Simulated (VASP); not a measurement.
# Si8Ni4B (a cell with a defect) in VASP: settings compared, part 3 of 4

VASP 6.6.1.

### Step 4. Single point, LDA

Contents of INCAR:

```
PREC = Accurate ; ENCUT = 520
EDIFF = 1E-6 ; ISMEAR = 1
SIGMA = 0.1 ; LREAL = False
LASPH = True ; NELM = 120
ALGO = Normal ; ISIF = 2
LWAVE = False ; LCHARG = True
GGA = CA ; LELF = True
LVHAR = True ; NBANDS = 50
GGA_COMPAT = False
```

Contents of KPOINTS:

```
Automatic mesh
0
Gamma
  3 3 3
```

Contents of POSCAR:

```
Si8Ni4B
1.0
    5.4428764300      0.0000000000      0.0000000000
    0.0000000000      5.4428764300      0.0000000000
    0.0000000000      0.0000000000      5.4428764300
Si Ni B
8 4 1
Direct
    0.1988043400      0.2926042100      0.2929123500
    0.2531304000      0.7490010700      0.7494338100
    0.7418549900      0.2376866900      0.7498559100
    0.7421874800      0.7490828300      0.2384476400
    0.2454984100      0.2458451800      0.7384622000
    0.2453020500      0.7380477400      0.2464382400
    0.7532195300      0.2457793600      0.2461770800
    0.7237314400      0.7675769600      0.7679887700
    0.0147928700     -0.0024215400     -0.0019558300
   -0.0314495300      0.5220939100      0.5229921600
    0.4936718300     -0.0024432200      0.4770018700
    0.4936483800      0.4769129500     -0.0019559600
    0.4036476200      0.0879575800      0.0881614500
```

Potentials or basis: VASP PAW LDA potentials, release 64 (Si, Ni, B).

Started as:

```console
cat potpaw_LDA.64/Si/POTCAR potpaw_LDA.64/Ni/POTCAR potpaw_LDA.64/B/POTCAR > POTCAR
mpirun -np 1 vasp_std > vasp.out
```

OUTCAR:

```text
PREC = Accurate
   ENCUT = 520
   EDIFF = 1E-6
   ISMEAR = 1
   LREAL = False
   LASPH = True
   NELM = 120
   ISIF = 2
   GGA = CA

 ion  position               nearest neighbor table
   1  0.199  0.293  0.293-  13 1.93  10 2.17   6 2.45   5 2.45   7 2.45   9 2.48  12 2.48  11 2.48
                             7 3.04   5 3.04   6 3.04
   2  0.253  0.749  0.749-   9 2.31  10 2.33  12 2.40  11 2.40   8 2.57   5 2.71   6 2.71   6 2.74
                             5 2.74   8 2.88
   3  0.742  0.238  0.750-  12 2.31  10 2.33  11 2.40   9 2.40   8 2.56   7 2.70   5 2.70   5 2.74
                             7 2.74   8 2.89
   4  0.742  0.749  0.238-  11 2.31  10 2.33  12 2.40   9 2.40   8 2.56   7 2.70   6 2.71   6 2.74
                             7 2.74   8 2.89
   5  0.245  0.246  0.738-  13 2.26   9 2.32  12 2.32  11 2.38  10 2.43   1 2.45   3 2.70   2 2.71
                             2 2.74   3 2.74   1 3.04
   6  0.245  0.738  0.246-  13 2.26   9 2.32  11 2.32  12 2.38  10 2.43   1 2.45   4 2.71   2 2.71
                             2 2.74   4 2.74   1 3.04
   7  0.753  0.246  0.246-  13 2.26  11 2.32  12 2.32   9 2.38  10 2.43   1 2.45   3 2.70   4 2.70
                             4 2.74   3 2.74   1 3.04
   8  0.724  0.768  0.768-  10 2.31  12 2.37  11 2.38   9 2.38   3 2.56   4 2.56   2 2.57   2 2.88
                             4 2.89   3 2.89
   9  0.015  0.998  0.998-  13 2.23   2 2.31   6 2.32   5 2.32   8 2.38   7 2.38   3 2.40   4 2.40
                             1 2.48
  10  0.969  0.522  0.523-   1 2.17   8 2.31   4 2.33   3 2.33   2 2.33   7 2.43   5 2.43   6 2.43

  11  0.494  0.998  0.477-  13 2.23   4 2.31   6 2.32   7 2.32   8 2.38   5 2.38   3 2.40   2 2.40
                             1 2.48
  12  0.494  0.477  0.998-  13 2.23   3 2.31   5 2.32   7 2.32   8 2.37   6 2.38   4 2.40   2 2.40
                             1 2.48
  13  0.404  0.088  0.088-   1 1.93  11 2.23   9 2.23  12 2.23   7 2.26   5 2.26   6 2.26

  LATTYP: Found a simple cubic cell.
 ALAT       =     5.4428764300

  Lattice vectors:

 A1 = (   5.4428764300,   0.0000000000,   0.0000000000)
 A2 = (   0.0000000000,   5.4428764300,   0.0000000000)
 A3 = (   0.0000000000,   0.0000000000,   5.4428764300)

Analysis of symmetry for initial positions (statically):
=====================================================================
 Subroutine PRICEL returns:
 Original cell was already a primitive cell.

 Routine SETGRP: Setting up the symmetry group for a
 simple cubic supercell.

 Subroutine GETGRP returns: Found  1 space group operations
 (whereof  1 operations were pure point group operations)
 out of a pool of 48 trial point group operations.

The static configuration has the point symmetry C_1 .

Analysis of symmetry for dynamics (positions and initial velocities):
=====================================================================
 Subroutine PRICEL returns:
 Original cell was already a primitive cell.

 Routine SETGRP: Setting up the symmetry group for a
 simple cubic supercell.

 Subroutine GETGRP returns: Found  1 space group operations
 (whereof  1 operations were pure point group operations)
 out of a pool of 48 trial point group operations.

The dynamic configuration has the point symmetry C_1 .

[... 93 lines left out ...]
   total plane-waves  NPLWV =  64000
   dimension x,y,z NGX =    40 NGY =   40 NGZ =   40
   dimension x,y,z NGXF=    80 NGYF=   80 NGZF=   80
   ions per type =               8   4   1
   NGX,Y,Z   is equivalent  to a cutoff of  12.22, 12.22, 12.22 a.u.
   NGXF,Y,Z  is equivalent  to a cutoff of  24.44, 24.44, 24.44 a.u.
 SYSTEM =  unknown system
   PREC   = accura    normal or accurate (medium, high low for compatibility)
   ISTART =      0    job   : 0-new  1-cont  2-samecut
   ICHARG =      2    charge: 1-file 2-atom 10-const
   ISPIN  =      1    spin polarized calculation?
   LNONCOLLINEAR =      F non collinear calculations
   LSORBIT =      F    spin-orbit coupling
   LASPH  =      T    aspherical Exc in radial PAW
   ENCUT  =  520.0 eV  38.22 Ry    6.18 a.u.  10.12 10.12 10.12*2*pi/ulx,y,z
   NELM   =    120;   NELMIN=  2; NELMDL= -5     # of ELM steps
   EDIFF  = 0.1E-05   stopping-criterion for ELM
   LREAL  =      F    real-space projection
   EDIFFG = 0.1E-04   stopping-criterion for IOM
   NSW    =      0    number of steps for IOM
   IBRION =     -1    ionic relax: 0-MD 1-quasi-New 2-CG
   NFREE  =      0    steps in history (QN), initial steepest desc. (CG)
   ISIF   =      2    stress and relaxation
   ISYM   =      2    0-nonsym 1-usesym 2-fastsym
   POTIM  = 0.5000    time-step for ionic-motion
   TEBEG  =    0.0;   TEEND  =   0.0 temperature during run
   PSTRESS=    0.0 pullay stress
   NELECT =      75.0000    total number of electrons
   NUPDOWN=      -1.0000    fix difference up-down
   EMIN   =  10.00;   EMAX   =-10.00  energy-range for DOS
   EFERMI =   0.00;   METHOD = LEGACY
   ISMEAR =     1;   SIGMA  =   0.10  broadening in eV -4-tet -1-fermi 0-gaus
   EFERMI_NEDOS =   21; number of points for ismear=-14 and -15
   IALGO  =     38    algorithm
   IMIX   =      4    mixing-type and parameters
     AMIX     =   0.40;   BMIX     =  1.00
     AMIX_MAG =   1.60;   BMIX_MAG =  1.00
  volume/ion in A,a.u.               =      12.40        83.70
  Fermi-wavevector in a.u.,A,eV,Ry     =   1.268431  2.396987 21.890640  1.608917
  Thomas-Fermi vector in A             =   2.401526
   LORBIT       =      0    0 simple, 1 ext, 2 COOP (PROOUT), +10 PAW based schemes
   GGA     = CA    functional components
   LHFCALC =     F    Hartree Fock is set to
   AEXX    =    0.0000 exact exchange contribution
   IVDW    =     0    specifies the selected vdW correction
   LEPSILON=     F    determine dielectric tensor
   LRPA    =     F    only Hartree local field effects (RPA)
 non-spin polarized calculation
 Methfessel and Paxton  Order N= 1 SIGMA  =   0.10
  energy-cutoff  :      520.00
  volume of cell :      161.24
 maximum number of plane-waves:      4385
   NGX = 21   NGY = 21   NGZ = 21

 number of electron      75.0000004 magnetization

 Free energy of the ion-electron system (eV)
  ---------------------------------------------------
  ext. energy  EPLUGINS =         0.00000000
  ---------------------------------------------------
  free energy    TOTEN  =       -83.42659845 eV

  energy without entropy =      -83.41425219  energy(sigma->0) =      -83.42248303

 E-fermi :  10.5897     XC(G=0): -11.8992

 val. band max:       10.5731154446   @ k =   0.3333   0.0000   0.3333
 cond. band min:      10.6550380565   @ k =   0.3333   0.3333   0.3333
 fundamental gap:      0.0819226119
 Fermi energy:        10.5896717463

 k-point     1 :       0.0000    0.0000    0.0000
  band No.  band energies     occupation
      1      -3.7529      2.00000
      2      -0.0220      2.00000
      3       0.3821      2.00000
      4       0.3827      2.00000
      5       0.9329      2.00000
      6       2.3922      2.00000
[... 717 lines left out ...]
     48      13.6136      0.00000
     49      14.0430      0.00000
 [bands above 49 left out]

------------------------ aborting loop because EDIFF is reached ----------------------------------------

  FORCE on cell =-STRESS in cart. coord.  units (eV):
  Direction    XX          YY          ZZ          XY          YZ          ZX
  --------------------------------------------------------------------------------------
  -------------------------------------------------------------------------------------
  Total       -0.6032207     -0.5071951     -0.5779924     -2.2873835      2.2956110     -2.2594389
  in kB       -5.9937879     -5.0396480     -5.7431120    -22.7281525     22.8099039    -22.4504865
  external PRESSURE =      -5.5921826 kB  Pullay stress =       0.0000000 kB

 VOLUME and BASIS-vectors are now :
 -----------------------------------------------------------------------------
  energy-cutoff  :      520.00
  volume of cell :      161.24
      direct lattice vectors                 reciprocal lattice vectors
     5.442876430  0.000000000  0.000000000     0.183726383  0.000000000  0.000000000
     0.000000000  5.442876430  0.000000000     0.000000000  0.183726383  0.000000000
     0.000000000  0.000000000  5.442876430     0.000000000  0.000000000  0.183726383

 POSITION                                       TOTAL-FORCE (eV/Angst)
 -----------------------------------------------------------------------------------
      1.08207      1.59261      1.59429         0.019226     -0.020550     -0.019597
      1.37776      4.07672      4.07908        -0.021558     -0.000450      0.000084
      4.03783      1.29370      4.08137        -0.000257      0.021621      0.000102
      4.03963      4.07717      1.29784        -0.000176     -0.000296      0.021958
      1.33622      1.33810      4.01936         0.018415     -0.018985      0.050315
      1.33515      4.01710      1.34133         0.018358      0.050755     -0.019604
      4.09968      1.33775      1.33991        -0.048861     -0.018296     -0.018983
      3.93918      4.17783      4.18007         0.020813     -0.021733     -0.021116
      0.08052      5.42970      5.43223         0.090979     -0.014920     -0.014847
      5.27170      2.84169      2.84658         0.055230     -0.053459     -0.053925
      2.68699      5.42958      2.59626         0.014613     -0.015082     -0.090353
      2.68687      2.59578      5.43223         0.014906     -0.090861     -0.015316
      2.19700      0.47874      0.47985        -0.181687      0.182258      0.181282
 -----------------------------------------------------------------------------------
    total drift:                               -0.000701      0.001215      0.000613

  FREE ENERGIE OF THE ION-ELECTRON SYSTEM (eV)
  ---------------------------------------------------
  free  energy   TOTEN  =       -83.4265984514 eV

  energy  without entropy=      -83.4142521879  energy(sigma->0) =      -83.42248303
```

It took 61 s on 1 thread of Intel Xeon 6975P-C (Granite Rapids), shared host; peak memory 0.24 GiB.

What came out:

* Free energy: -83.4266 eV
* Pressure: -0.6 GPa
* Largest force: 0.315 eV/Å
* Band gap on the k mesh: zero (an odd number of electrons rules out a gap without spin polarisation)

Forces on the atoms (eV/Å):
```
Si   0.019 -0.021 -0.020
Si  -0.022  0.000  0.000
Si   0.000  0.022  0.000
Si   0.000  0.000  0.022
Si   0.018 -0.019  0.050
Si   0.018  0.051 -0.020
Si  -0.049 -0.018 -0.019
Si   0.021 -0.022 -0.021
Ni   0.091 -0.015 -0.015
Ni   0.055 -0.053 -0.054
Ni   0.015 -0.015 -0.090
Ni   0.015 -0.091 -0.015
B   -0.182  0.182  0.181
```

Caveat: the k points lie up to 0.38 Å⁻¹ apart, too coarse for converged energies and pressures of a metal. Spin polarisation is off, so any magnetic state and its effect on volume and gap are missing.

### Step 5. Single point, PBEsol

Contents of INCAR:

```
PREC = Accurate
ENCUT = 520
EDIFF = 1E-6
ISMEAR = 1
SIGMA = 0.1
LREAL = False
LASPH = True
NELM = 120
ALGO = Normal
ISIF = 2
LWAVE = False
LCHARG = False
GGA = PS
NBANDS = 50
GGA_COMPAT = False
```

KPOINTS is that of step 4.

Contents of POSCAR:

```
Si8Ni4B
1.0
    5.4428764300      0.0000000000      0.0000000000
    0.0000000000      5.4428764300      0.0000000000
    0.0000000000      0.0000000000      5.4428764300
Si Ni B
8 4 1
Direct
    0.2292360700      0.2610932500      0.2621317700
    0.2589762800      0.7394928600      0.7404443200
    0.7371209300      0.2612894600      0.7701737600
    0.7374862500      0.7692309700      0.2619560700
    0.2408843700      0.2696102900      0.7585058200
    0.2401713800      0.7582640300      0.2698352200
    0.7837585600      0.2146717700      0.2157386300
    0.7292480900      0.7579636700      0.7589392400
    0.0138062700     -0.0148051000     -0.0148316700
   -0.0320807600      0.5096175600      0.5104664100
    0.4888976700      0.0301829500      0.5104763100
    0.4888881200      0.5096150900      0.0317919800
    0.5789797400      0.4191853000      0.4206608700
```

Potentials or basis: VASP PAW PBE potentials, release 64 (Si, Ni, B).

Started as:

```console
cat potpaw_PBE.64/Si/POTCAR potpaw_PBE.64/Ni/POTCAR potpaw_PBE.64/B/POTCAR > POTCAR
mpirun -np 1 vasp_std > vasp.out
```

It took 66 s on 1 thread of Intel Xeon 6975P-C (Granite Rapids), shared host; peak memory 0.28 GiB.

It converged, with:

| Quantity | Value |
| --- | --- |
| Free energy | -79.4511 eV |
| Pressure | 3.1 GPa |
| Largest force | 0.048 eV/Å |
| Band gap on the k mesh | zero (an odd number of electrons rules out a gap without spin polarisation) |

Forces on the atoms (eV/Å):
```
Si   0.034 -0.004 -0.006
Si  -0.019  0.019  0.019
Si   0.006 -0.005 -0.033
Si   0.005 -0.034 -0.006
Si   0.001 -0.015 -0.001
Si   0.004 -0.002 -0.015
Si   0.016 -0.017 -0.016
Si   0.016 -0.002 -0.004
Ni  -0.021  0.020  0.021
Ni  -0.047 -0.009 -0.008
Ni   0.010  0.046 -0.010
Ni   0.009 -0.009  0.047
B   -0.013  0.013  0.013
```

Stress tensor (GPa, compression positive):
```
 3.05 -2.44 -2.38
-2.44  3.13  2.42
-2.38  2.42  2.99
```

Levels at points of the mesh, in eV from the Fermi level:
| k point | band 33 | band 34 | band 35 | band 36 | band 37 | band 38 | band 39 | band 40 | band 41 | band 42 |
| --- | --- | --- | --- | --- | --- | --- | --- | --- | --- | --- |
| (0.00, 0.00, 0.00) | -3.08 | -1.59 | -0.83 | -0.69 | -0.69 | -0.53 | 0.67 | 0.68 | 1.18 | 1.19 |

Caveat: the k points lie up to 0.38 Å⁻¹ apart, too coarse for converged energies and pressures of a metal; the PAW data sets were made with another functional, which shifts forces and pressure a little.

(Part 3 of 4 ends here.)
